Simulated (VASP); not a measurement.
# KCl (P6_3/mmc) in VASP: further runs

The runs below take KCl through single point, with PBE, r2SCAN.

Everything below comes from runs of VASP 6.6.1. Logs are shortened: lines on timing, memory, paths and dates and some standing lists are left out, and cuts for length are marked.

## Step 1: The cell of the first run

Symmetry: P6_3/mmc, No. 194, hexagonal system. The conventional cell has a = 5.498 Å, b = 5.498 Å, c = 6.445 Å, α = 90.00°, β = 90.00°, γ = 120.00°. K (site symmetry -6m2) has 5 Cl at 3.17 to 3.22 Å within 4.2 Å. Cl (site symmetry -6m2) has 5 K at 3.17 to 3.22 Å within 4.2 Å.

## Step 2: Single point, PBE (42.18 Å³/atom)

Contents of INCAR:

```
SYSTEM = KCl
PREC     = Accurate       ! precision mode
ENCUT    = 520            ! plane-wave cutoff, eV
EDIFF    = 1E-6           ! SCF threshold, eV
ISMEAR   = 0              ! smearing method
SIGMA    = 0.01           ! smearing width, eV
LREAL    = .False.        ! projectors in reciprocal space
LASPH    = .True.         ! aspherical terms in the spheres
NELM     = 80             ! most SCF steps
ALGO     = Normal         ! electronic algorithm
ISIF     = 2              ! what is computed and relaxed
LWAVE    = .False.        ! write WAVECAR
LCHARG   = .False.        ! write CHGCAR
GGA      = PE             ! functional
NBANDS   = 24             ! bands
```

Contents of KPOINTS:

```
Automatic mesh
0
Gamma
  6 6 4
  0 0 0
```

Contents of POSCAR:

```
KCl
1.0
    5.4976183536      0.0000000000      0.0000000000
   -2.7488091768      4.7610771546      0.0000000000
    0.0000000000      0.0000000000      6.4453028944
K Cl
2 2
Direct
    0.3333333333      0.6666666667     -0.0624984477
    0.6666666667      0.3333333333      0.4375015523
    0.3333333333      0.6666666667      0.4374984477
    0.6666666667      0.3333333333      0.9374984477
```

Potentials or basis: VASP PAW PBE potentials, release 64 (K_sv, Cl).

Started as:

```console
> cat potpaw_PBE.64/K_sv/POTCAR potpaw_PBE.64/Cl/POTCAR > POTCAR
> mpirun -np 1 vasp_std > vasp.out
```

OUTCAR:

```text
SYSTEM = KCl
   PREC = Accurate
   ENCUT = 520
   EDIFF = 1E-6
   ISMEAR = 0
   LREAL = .False.
   LASPH = .True.
   NELM = 80
   ISIF = 2
   GGA = PE

 ion  position               nearest neighbor table
   1  0.333  0.667  0.938-   4 3.17   4 3.17   4 3.17   3 3.22   3 3.22
   2  0.667  0.333  0.438-   3 3.17   3 3.17   3 3.17   4 3.22   4 3.22
   3  0.333  0.667  0.437-   2 3.17   2 3.17   2 3.17   1 3.22   1 3.22
   4  0.667  0.333  0.937-   1 3.17   1 3.17   1 3.17   2 3.22   2 3.22

  LATTYP: Found a hexagonal cell.
 ALAT       =     5.4976183536
 C/A-ratio  =     1.1723809257

  Lattice vectors:

 A1 = (   5.4976183536,   0.0000000000,   0.0000000000)
 A2 = (  -2.7488091768,   4.7610771546,   0.0000000000)
 A3 = (   0.0000000000,   0.0000000000,   6.4453028944)

Analysis of symmetry for initial positions (statically):
=====================================================================
 Subroutine PRICEL returns:
 Original cell was already a primitive cell.

 Routine SETGRP: Setting up the symmetry group for a
 hexagonal supercell.

 Subroutine GETGRP returns: Found 24 space group operations
 (whereof  6 operations were pure point group operations)
 out of a pool of 24 trial point group operations.

The static configuration has the point symmetry C_3v.
 The point group associated with its full space group is D_6h.

Analysis of symmetry for dynamics (positions and initial velocities):
=====================================================================
 Subroutine PRICEL returns:
 Original cell was already a primitive cell.

 Routine SETGRP: Setting up the symmetry group for a
 hexagonal supercell.

 Subroutine GETGRP returns: Found 24 space group operations
 (whereof  6 operations were pure point group operations)
 out of a pool of 24 trial point group operations.

The dynamic configuration has the point symmetry C_3v.
 The point group associated with its full space group is D_6h.

 Subroutine INISYM returns: Found 24 space group operations
 (whereof  6 operations are pure point group operations),
 and found     1 'primitive' translations

----------------------------------------------------------------------------------------

                                     Primitive cell

  volume of cell :     168.7031

  direct lattice vectors                    reciprocal lattice vectors
     5.497618354  0.000000000  0.000000000     0.181896948  0.105018252  0.000000000
    -2.748809177  4.761077155  0.000000000     0.000000000  0.210036504  0.000000000
     0.000000000  0.000000000  6.445302894     0.000000000  0.000000000  0.155151746

  length of vectors
     5.497618354  5.497618354  6.445302894     0.210036504  0.210036504  0.155151746

  position of ions in fractional coordinates (direct lattice)
     0.333333333  0.666666667  0.937501552
     0.666666667  0.333333333  0.437501552
     0.333333333  0.666666667  0.437498448
     0.666666667  0.333333333  0.937498448

  ion indices of the primitive-cell ions
   primitive index   ion index
                 1           1
                 2           2
                 3           3
                 4           4

----------------------------------------------------------------------------------------

 KPOINTS: Automatic mesh

Automatic generation of k-mesh.
 Grid dimensions read from file:
 generate k-points for:    6    6    4

 Generating k-lattice:

  Cartesian coordinates                     Fractional coordinates (reciprocal lattice)
     0.030316158  0.017503042  0.000000000     0.166666667  0.000000000  0.000000000
     0.000000000  0.035006084  0.000000000     0.000000000  0.166666667  0.000000000
     0.000000000  0.000000000  0.038787937     0.000000000  0.000000000  0.250000000

  Length of vectors
     0.035006084  0.035006084  0.038787937

  Shift w.r.t. Gamma in fractional coordinates (k-lattice)
     0.000000000  0.000000000  0.000000000

 Subroutine IBZKPT returns following result:
 ===========================================

 Found     21 irreducible k-points:

 Following reciprocal coordinates:
            Coordinates               Weight
  0.000000  0.000000  0.000000      1.000000
  0.166667 -0.000000  0.000000      6.000000
  0.333333  0.000000  0.000000      6.000000
  0.500000  0.000000  0.000000      3.000000
  0.166667  0.166667  0.000000      6.000000
  0.333333  0.166667  0.000000     12.000000
[... 13 lines left out ...]
  0.333333  0.166667  0.500000     12.000000
  0.333333  0.333333  0.500000      2.000000
   k-points           NKPTS =     21   k-points in BZ     NKDIM =     21   number of bands    NBANDS=     24
   number of dos      NEDOS =    301   number of ions     NIONS =      4
   total plane-waves  NPLWV =  84672
   dimension x,y,z NGX =    42 NGY =   42 NGZ =   48
   dimension x,y,z NGXF=    84 NGYF=   84 NGZF=   96
   ions per type =               2   2
   NGX,Y,Z   is equivalent  to a cutoff of  12.70, 12.70, 12.38 a.u.
   NGXF,Y,Z  is equivalent  to a cutoff of  25.40, 25.40, 24.76 a.u.
 SYSTEM =  KCl
   PREC   = accura    normal or accurate (medium, high low for compatibility)
   ISTART =      0    job   : 0-new  1-cont  2-samecut
   ICHARG =      2    charge: 1-file 2-atom 10-const
   ISPIN  =      1    spin polarized calculation?
   LNONCOLLINEAR =      F non collinear calculations
   LSORBIT =      F    spin-orbit coupling
   LASPH  =      T    aspherical Exc in radial PAW
   ENCUT  =  520.0 eV  38.22 Ry    6.18 a.u.  10.22 10.22 11.98*2*pi/ulx,y,z
   NELM   =     80;   NELMIN=  2; NELMDL= -5     # of ELM steps
   EDIFF  = 0.1E-05   stopping-criterion for ELM
   LREAL  =      F    real-space projection
   EDIFFG = 0.1E-04   stopping-criterion for IOM
   NSW    =      0    number of steps for IOM
   IBRION =     -1    ionic relax: 0-MD 1-quasi-New 2-CG
   NFREE  =      0    steps in history (QN), initial steepest desc. (CG)
   ISIF   =      2    stress and relaxation
   ISYM   =      2    0-nonsym 1-usesym 2-fastsym
   POTIM  = 0.5000    time-step for ionic-motion
   TEBEG  =    0.0;   TEEND  =   0.0 temperature during run
   PSTRESS=    0.0 pullay stress
   NELECT =      32.0000    total number of electrons
   NUPDOWN=      -1.0000    fix difference up-down
   EMIN   =  10.00;   EMAX   =-10.00  energy-range for DOS
   EFERMI =   0.00;   METHOD = LEGACY
   ISMEAR =     0;   SIGMA  =   0.01  broadening in eV -4-tet -1-fermi 0-gaus
   EFERMI_NEDOS =   21; number of points for ismear=-14 and -15
   IALGO  =     38    algorithm
   IMIX   =      4    mixing-type and parameters
     AMIX     =   0.40;   BMIX     =  1.00
     AMIX_MAG =   1.60;   BMIX_MAG =  1.00
  volume/ion in A,a.u.               =      42.18       284.62
  Fermi-wavevector in a.u.,A,eV,Ry     =   0.940626  1.777526 12.038133  0.884778
  Thomas-Fermi vector in A             =   2.068057
   LORBIT       =      0    0 simple, 1 ext, 2 COOP (PROOUT), +10 PAW based schemes
   GGA     = PE    functional components
   LHFCALC =     F    Hartree Fock is set to
   AEXX    =    0.0000 exact exchange contribution
   IVDW    =     0    specifies the selected vdW correction
   LEPSILON=     F    determine dielectric tensor
   LRPA    =     F    only Hartree local field effects (RPA)
 non-spin polarized calculation
 Gauss-broadening in eV      SIGMA  =   0.01
  energy-cutoff  :      520.00
  volume of cell :      168.70
 maximum number of plane-waves:      4562
 NGX is ok and might be reduce to    42
   NGX = 21   NGY = 21   NGZ = 23

 number of electron      32.0000005 magnetization

 Free energy of the ion-electron system (eV)
  ---------------------------------------------------
  ext. energy  EPLUGINS =         0.00000000
  ---------------------------------------------------
  free energy    TOTEN  =       -13.43931170 eV

  energy without entropy =      -13.43931170  energy(sigma->0) =      -13.43931170

 E-fermi :  -2.8032     XC(G=0):  -6.2204

 val. band max:       -2.9041814300   @ k =   0.0000   0.0000   0.0000
 cond. band min:       1.6898002648   @ k =   0.0000   0.0000   0.0000
 fundamental gap:      4.5939816949
 Fermi energy:        -2.8031994187

 k-point     1 :       0.0000    0.0000    0.0000
  band No.  band energies     occupation
      1     -30.4628      2.00000
      2     -30.4550      2.00000
      3     -14.8794      2.00000
      4     -14.8112      2.00000
      5     -13.9988      2.00000
      6     -13.9789      2.00000
[... 16 lines left out ...]
     23       5.9796      0.00000
     24       6.1648      0.00000

 k-point     2 :       0.1667   -0.0000    0.0000
  band No.  band energies     occupation
      1     -30.4622      2.00000
      2     -30.4554      2.00000
      3     -14.9082      2.00000
      4     -14.8518      2.00000
      5     -13.9934      2.00000
      6     -13.9818      2.00000
[... 16 lines left out ...]
     23       5.9612      0.00000
     24       6.2554      0.00000

 k-point     3 :       0.3333    0.0000    0.0000
  band No.  band energies     occupation
      1     -30.4608      2.00000
      2     -30.4563      2.00000
      3     -14.9578      2.00000
      4     -14.9250      2.00000
      5     -13.9871      2.00000
      6     -13.9795      2.00000
[... 16 lines left out ...]
     23       6.0836      0.00000
     24       6.1856      0.00000

 k-point     4 :       0.5000    0.0000    0.0000
  band No.  band energies     occupation
      1     -30.4597      2.00000
      2     -30.4571      2.00000
      3     -14.9775      2.00000
      4     -14.9609      2.00000
      5     -13.9897      2.00000
      6     -13.9686      2.00000
[... 16 lines left out ...]
     23       6.1444      0.00000
     24       6.4236      0.00000

 k-point     5 :       0.1667    0.1667    0.0000
  band No.  band energies     occupation
      1     -30.4612      2.00000
      2     -30.4560      2.00000
      3     -14.9464      2.00000
      4     -14.9072      2.00000
      5     -13.9873      2.00000
      6     -13.9835      2.00000
[... 16 lines left out ...]
     23       6.0918      0.00000
     24       6.2326      0.00000

 k-point     6 :       0.3333    0.1667    0.0000
  band No.  band energies     occupation
      1     -30.4597      2.00000
      2     -30.4571      2.00000
      3     -14.9778      2.00000
      4     -14.9600      2.00000
      5     -13.9936      2.00000
      6     -13.9686      2.00000
[... 16 lines left out ...]
     23       6.1133      0.00000
     24       6.4563      0.00000
[... 298 lines left out ...]
 k-point    18 :       0.5000    0.0000    0.5000
  band No.  band energies     occupation
      1     -30.4583      2.00000
      2     -30.4583      2.00000
      3     -15.0511      2.00000
      4     -15.0511      2.00000
      5     -13.9675      2.00000
      6     -13.9675      2.00000
[... 16 lines left out ...]
     23       6.1497      0.00000
     24       6.1497      0.00000

 k-point    19 :       0.1667    0.1667    0.5000
  band No.  band energies     occupation
      1     -30.4585      2.00000
      2     -30.4585      2.00000
      3     -15.0144      2.00000
      4     -15.0144      2.00000
      5     -13.9666      2.00000
      6     -13.9666      2.00000
[... 16 lines left out ...]
     23       6.3796      0.00000
     24       6.3796      0.00000

 k-point    20 :       0.3333    0.1667    0.5000
  band No.  band energies     occupation
      1     -30.4583      2.00000
      2     -30.4583      2.00000
      3     -15.0509      2.00000
      4     -15.0509      2.00000
      5     -13.9701      2.00000
      6     -13.9701      2.00000
[... 16 lines left out ...]
     23       6.1863      0.00000
     24       6.1863      0.00000

 k-point    21 :       0.3333    0.3333    0.5000
  band No.  band energies     occupation
      1     -30.4583      2.00000
      2     -30.4583      2.00000
      3     -15.0623      2.00000
      4     -15.0623      2.00000
      5     -13.9733      2.00000
      6     -13.9733      2.00000
[... 16 lines left out ...]
     23       6.1150      0.00000
     24       6.1150      0.00000

------------------------ aborting loop because EDIFF is reached ----------------------------------------

  FORCE on cell =-STRESS in cart. coord.  units (eV):
  Direction    XX          YY          ZZ          XY          YZ          ZX
  --------------------------------------------------------------------------------------
  -------------------------------------------------------------------------------------
  Total       -0.6300595     -0.6300595     -0.7637506      0.0000000      0.0000000      0.0000000
  in kB       -5.9836888     -5.9836888     -7.2533563      0.0000000      0.0000000      0.0000000
  external PRESSURE =      -6.4069113 kB  Pullay stress =       0.0000000 kB

 VOLUME and BASIS-vectors are now :
 -----------------------------------------------------------------------------
  energy-cutoff  :      520.00
  volume of cell :      168.70
      direct lattice vectors                 reciprocal lattice vectors
     5.497618354  0.000000000  0.000000000     0.181896948  0.105018252  0.000000000
    -2.748809177  4.761077155  0.000000000     0.000000000  0.210036504  0.000000000
     0.000000000  0.000000000  6.445302894     0.000000000  0.000000000  0.155151746

 POSITION                                       TOTAL-FORCE (eV/Angst)
 -----------------------------------------------------------------------------------
     -0.00000      3.17405      6.04248         0.000000     -0.000000     -0.000000
      2.74881      1.58703      2.81983         0.000000      0.000000     -0.000000
     -0.00000      3.17405      2.81981        -0.000000      0.000000      0.000000
      2.74881      1.58703      6.04246        -0.000000     -0.000000     -0.000000
 -----------------------------------------------------------------------------------
    total drift:                               -0.000000      0.000000      0.039374

  FREE ENERGIE OF THE ION-ELECTRON SYSTEM (eV)
  ---------------------------------------------------
  free  energy   TOTEN  =       -13.4393117042 eV

  energy  without entropy=      -13.4393117042  energy(sigma->0) =      -13.43931170
```

Wall time 35 s (1 thread of Intel Xeon 6975P-C (Granite Rapids), shared host); peak memory 0.3 GiB.

Results:

- Free energy: -13.4393 eV
- Pressure: -0.6 GPa
- Band gap on the k mesh: 4.59 eV

Stress tensor (GPa, compression positive):
```
-0.60  0.00  0.00
 0.00 -0.60  0.00
 0.00  0.00 -0.73
```

A k mesh can miss the band edges.

## Step 3: Single point, r2SCAN (36.26 Å³/atom)

This run uses another cell than the first one, of 36.26 Å³/atom.

Contents of POSCAR:

```
KCl
1.0
    5.2347155895      0.0000000000      0.0000000000
   -2.6173577948      4.5333966821      0.0000000000
    0.0000000000      0.0000000000      6.1118014681
K Cl
2 2
Direct
    0.3333333333      0.6666666667     -0.0625000000
    0.6666666667      0.3333333333      0.4375000000
    0.3333333333      0.6666666667      0.4375000000
    0.6666666667      0.3333333333      0.9375000000
```

Contents of INCAR.step1:

```
SYSTEM = KCl
PREC = Accurate ; ENCUT = 520
ISMEAR = 0 ; SIGMA = 0.01
LREAL = .FALSE. ; LASPH = .TRUE.
NELM = 100 ; NBANDS = 24
GGA = PE ; ALGO = Normal
EDIFF = 1E-4 ; LWAVE = .TRUE.
LCHARG = .FALSE.
```

Contents of INCAR.step2:

```
SYSTEM = KCl
PREC = Accurate ; ENCUT = 520
EDIFF = 1E-7 ; ISMEAR = 0
SIGMA = 0.01 ; LREAL = .FALSE.
LASPH = .TRUE. ; NELM = 100
ALGO = Normal ; ISIF = 2
LWAVE = .FALSE. ; LCHARG = .FALSE.
METAGGA = R2SCAN ; LMIXTAU = .TRUE.
NBANDS = 24 ; ISTART = 1
```

Contents of KPOINTS:

```
Automatic mesh
0
G
  6 6 4
  0 0 0
```

Potentials or basis: VASP PAW PBE potentials, release 64 (K_sv, Cl).

Started as:

```console
> cat potpaw_PBE.64/K_sv/POTCAR potpaw_PBE.64/Cl/POTCAR > POTCAR
> cp INCAR.step1 INCAR
> mpirun -np 1 vasp_std > vasp.out
> cp INCAR.step2 INCAR
> mpirun -np 1 vasp_std > vasp.out
```

Wall time 2.3 min (1 thread of Intel Xeon 6975P-C (Granite Rapids), shared host); peak memory 0.32 GiB.

It converged, with:

| Property | Result |
| --- | --- |
| Free energy | -32.7136 eV |
| Pressure | 1.1 GPa |
| Band gap on the k mesh | 5.45 eV |

Stress tensor (GPa, compression positive):
```
0.97 0.00 0.00
0.00 0.97 0.00
0.00 0.00 1.21
```

Levels at points of the mesh, in eV from the valence-band top:
```
           k point  band 13  band 14  band 15  band 16  band 17  band 18  band 19  band 20
(0.00, 0.00, 0.00)    -0.48    -0.33    -0.33     0.00     5.45     8.88     8.88     9.05
(0.50, 0.00, 0.00)    -0.46    -0.41    -0.22    -0.16     6.98     7.86     8.17     8.39
(0.00, 0.00, 0.50)    -0.43    -0.43    -0.43    -0.43     6.76     6.76    10.31    10.31
(0.50, 0.00, 0.50)    -0.34    -0.34    -0.32    -0.32     7.45     7.45     9.72     9.72
```

Caveat: the PAW data sets were made with another functional, which shifts forces and pressure a little. A k mesh can miss the band edges.
